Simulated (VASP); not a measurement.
# Pb: single point with PBE

The system is Pb.

```
Pb
1.0
     0.00000    2.51759    2.51759
     2.51759    0.00000    2.51759
     2.51759    2.51759    0.00000
Pb
1
Direct
  0.00000 0.00000 0.00000
```

```yaml
Program: VASP 6.6.1
Task: single point
Functional: PBE
Potentials_or_basis: VASP PAW PBE potentials, release 64 (Pb_d)
Cutoff: 520 eV
k_mesh: 11 × 11 × 11
Occupations: methfessel-paxton, width 1 eV
Spin: no spin polarisation
```

```yaml
Pressure: 0.0 GPa
Band_gap_on_the_k_mesh: zero (bands 7 and 8 overlap by 8.37 eV)
```

Levels at points of the mesh, in eV from the Fermi level:
```tsv
k point	band 5	band 6	band 7	band 8	band 9	band 10
(0.00, 0.00, 0.00)	-16.95	-11.45	6.99	6.99	6.99	9.69
```

Wall time 35 s on 1 thread of AMD EPYC 7571 (shared host), peak memory 0.13 GiB.

Caveat: so wide a smearing shifts energies and pressures; spin-orbit coupling is left out, which moves the levels of the heavy elements.
